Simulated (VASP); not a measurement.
# Nb3Cr (Fm-3m) in VASP: a series of runs, part 2 of 2

VASP 6.6.1.

**3. Relaxation of volume and atoms at fixed shape, PBE, collinear spin, ferromagnetic start**

This run uses another cell than the first one, of 16.68 Å³/atom.

File INCAR:

```
PREC = Accurate
ENCUT = 600
EDIFF = 1E-7
ISMEAR = 0
SIGMA = 0.1
LREAL = False
LASPH = True
NELM = 150
ALGO = Normal
ISIF = 8
LWAVE = False
LCHARG = False
ISPIN = 2
MAGMOM = 0 0 0 3
LORBIT = 11
LMAXMIX = 4
GGA = PE
IBRION = 2
NSW = 80
EDIFFG = -0.03
```

File KPOINTS:

```
Automatic mesh
0
Gamma
  7 7 7
```

File POSCAR:

```
Nb3Cr
1.0
    0.0000000000      3.2188950000      3.2188950000
    3.2188950000      0.0000000000      3.2188950000
    3.2188950000      3.2188950000      0.0000000000
Nb Cr
3 1
Direct
    0.7500000000      0.7500000000      0.7500000000
    0.2500000000      0.2500000000      0.2500000000
    0.5000000000      0.5000000000      0.5000000000
    0.0000000000      0.0000000000      0.0000000000
```

Potentials or basis: VASP PAW PBE potentials, release 64 (Nb_sv, Cr_pv).

On the command line:

```console
cat potpaw_PBE.64/Nb_sv/POTCAR potpaw_PBE.64/Cr_pv/POTCAR > POTCAR
mpirun -np 1 vasp_std > vasp.out
```

OUTCAR:

```text
PREC = Accurate
   ENCUT = 600
   EDIFF = 1E-7
   ISMEAR = 0
   LREAL = False
   LASPH = True
   NELM = 150
   ISIF = 8
   ISPIN = 2
   LORBIT = 11
   GGA = PE
   IBRION = 2
   NSW = 80
   EDIFFG = -0.03

 ion  position               nearest neighbor table
   1  0.750  0.750  0.750-   3 2.79   3 2.79   3 2.79   3 2.79   4 2.79   4 2.79   4 2.79   4 2.79

   2  0.250  0.250  0.250-   4 2.79   4 2.79   4 2.79   3 2.79   4 2.79   3 2.79   3 2.79   3 2.79

   3  0.500  0.500  0.500-   2 2.79   2 2.79   2 2.79   1 2.79   2 2.79   1 2.79   1 2.79   1 2.79

   4  0.000  0.000  0.000-   1 2.79   1 2.79   1 2.79   1 2.79   2 2.79   2 2.79   2 2.79   2 2.79

  LATTYP: Found a face centered cubic cell.
 ALAT       =     6.4377900000

  Lattice vectors:

 A1 = (   0.0000000000,   3.2188950000,   3.2188950000)
 A2 = (   3.2188950000,   0.0000000000,   3.2188950000)
 A3 = (   3.2188950000,   3.2188950000,   0.0000000000)

Analysis of symmetry for initial positions (statically):
=====================================================================
 Subroutine PRICEL returns:
 Original cell was already a primitive cell.

 Routine SETGRP: Setting up the symmetry group for a
 face centered cubic supercell.

[... 190 lines left out ...]
  Total       -0.9579568     -0.9579568     -0.9579568      0.0000000     -0.0000000      0.0000000
  in kB      -23.0094423    -23.0094423    -23.0094423      0.0000000     -0.0000000      0.0000000
  external PRESSURE =     -23.0094423 kB  Pullay stress =       0.0000000 kB
[... 67 lines left out ...]
 number of electron      50.9999997 magnetization      -0.0000001

 number of electron      50.9999997 magnetization       0.0000001

 Free energy of the ion-electron system (eV)
  ---------------------------------------------------
  ext. energy  EPLUGINS =         0.00000000
  ---------------------------------------------------
  free energy    TOTEN  =       -39.83788823 eV

  energy without entropy =      -39.80949153  energy(sigma->0) =      -39.82368988

 E-fermi :  11.0053     XC(G=0): -12.6875

 val. band max:       11.0010187530   @ k =   0.1429   0.0000   0.0000
 cond. band min:      11.0117492806   @ k =   0.2857   0.2857   0.0000
 fundamental gap:      0.0107305276
 Fermi energy:        11.0053016728

 spin component 1

 k-point     1 :       0.0000    0.0000    0.0000
  band No.  band energies     occupation
      1     -43.3458      1.00000
      2     -43.1310      1.00000
      3     -42.8908      1.00000
      4     -31.5464      1.00000
      5     -31.5464      1.00000
      6     -31.5464      1.00000
[... 689 lines left out ...]
     31      13.3270      0.00000
     32      14.3382      0.00000
 Fermi energy:        11.0053016728

 spin component 2

 k-point     1 :       0.0000    0.0000    0.0000
  band No.  band energies     occupation
      1     -43.3458      1.00000
      2     -43.1310      1.00000
      3     -42.8908      1.00000
      4     -31.5464      1.00000
      5     -31.5464      1.00000
      6     -31.5464      1.00000
[... 720 lines left out ...]
  FREE ENERGIE OF THE ION-ELECTRON SYSTEM (eV)
  ---------------------------------------------------
  free  energy   TOTEN  =       -39.8378882350 eV

  energy  without entropy=      -39.8094915312  energy(sigma->0) =      -39.82368988

 reached required accuracy - stopping structural energy minimisation

 total charge

# of ion       s       p       d       tot
------------------------------------------
    1        2.225   6.011   2.492  10.728
    2        2.225   6.011   2.492  10.728
    3        2.235   5.994   2.616  10.845
    4        0.379   6.283   4.129  10.791
--------------------------------------------------
tot          7.065  24.299  11.729  43.093

 magnetization (x)

# of ion       s       p       d       tot
------------------------------------------
    1       -0.000  -0.000   0.000  -0.000
    2       -0.000  -0.000   0.000  -0.000
    3        0.000  -0.000   0.000   0.000
    4        0.000  -0.000   0.000   0.000
--------------------------------------------------
tot          0.000  -0.000   0.000   0.000
```

OSZICAR:

```text
N       E                     dE             d eps       ncg     rms          rms(c)
DAV:   1     0.744502901639E+03    0.74450E+03   -0.30176E+04  2560   0.192E+03
DAV:   2     0.274809213738E+02   -0.71702E+03   -0.70063E+03  2648   0.706E+02
[... 47 lines left out ...]
DAV:  10    -0.398378885151E+02   -0.35035E-05   -0.50105E-05  3952   0.506E-02    0.625E-03
DAV:  11    -0.398378883113E+02    0.20380E-06   -0.25763E-06  4024   0.122E-02    0.135E-03
DAV:  12    -0.398378882060E+02    0.10531E-06   -0.19696E-07  2272   0.376E-03    0.132E-03
DAV:  13    -0.398378880821E+02    0.12390E-06   -0.60802E-08  1912   0.249E-03    0.621E-04
DAV:  14    -0.398378882565E+02   -0.17432E-06   -0.16085E-08  1664   0.128E-03    0.416E-04
DAV:  15    -0.398378882350E+02    0.21459E-07   -0.90847E-09  1552   0.805E-04
   3 F= -.39837888E+02 E0= -.39823690E+02  d E =-.625692E-02  mag=     0.0000
```

CONTCAR:

```text
Nb3Cr
   1.00000000000000
     0.0000000000000000    3.2050573800207838    3.2050573800207838
     3.2050573800207838    0.0000000000000000    3.2050573800207838
     3.2050573800207838    3.2050573800207838    0.0000000000000000
  Nb              Cr
     3     1
Direct
     0.7500000000000000    0.7500000000000000    0.7500000000000000
     0.2500000000000000    0.2500000000000000    0.2500000000000000
     0.5000000000000000    0.5000000000000000    0.5000000000000000
     0.0000000000000000    0.0000000000000000    0.0000000000000000

  0.00000000E+00  0.00000000E+00  0.00000000E+00
  0.00000000E+00  0.00000000E+00  0.00000000E+00
  0.00000000E+00  0.00000000E+00  0.00000000E+00
  0.00000000E+00  0.00000000E+00  0.00000000E+00
```

Run time: 4.6 min. Hardware: 1 thread of AMD EPYC 9R45 (Zen 5), shared host; peak memory 0.26 GiB.

What came out:

```
Free energy                                           : -39.8379 eV
Relaxed volume                                        : 16.46 Å³/atom
Relaxed cell                                          : a = 4.533 Å, b = 4.533 Å, c = 4.533 Å, α = 60.00°, β = 60.00°, γ = 60.00°
Space group after relaxing (to 0.1 Å)                 : Fm-3m (No. 225)
Energy gained by relaxing                             : 1.6 meV/atom
Ionic steps                                           : 3
Pressure after relaxing                               : 0.0 GPa
Net moment                                            : 0.00 μB per cell
Valence electrons inside the program's atomic spheres : Nb 10.73, 10.85 (each value once); Cr 10.79
```

The path:
```csv
step,energy change (eV),largest force (eV/Å),pressure (GPa),volume (Å³)
1,0.0000,0.0000,-2.30,66.70
2,0.0118,0.0000,4.14,64.42
3,-0.0063,0.0000,-0.01,65.85
```

Final structure:
```
Nb Cr
1.0
     0.00000    3.20506    3.20506
     3.20506    0.00000    3.20506
     3.20506    3.20506    0.00000
Nb Cr
3 1
Direct
  0.75000 0.75000 0.75000
  0.25000 0.25000 0.25000
  0.50000 0.50000 0.50000
  0.00000 0.00000 0.00000
```

Levels at points of the mesh, in eV from the Fermi level:
Spin up:
```csv
k point,band 22,band 23,band 24,band 25,band 26,band 27,band 28,band 29
"(0.00, 0.00, 0.00)",-0.96,-0.96,-0.96,0.12,0.12,0.12,1.68,1.68
```
Spin down:
```tsv
k point	band 23	band 24	band 25	band 26	band 27	band 28
(0.00, 0.00, 0.00)	-0.96	-0.96	0.12	0.12	0.12	1.68
```

Caveat: the moments typed at the start vanished in this run.
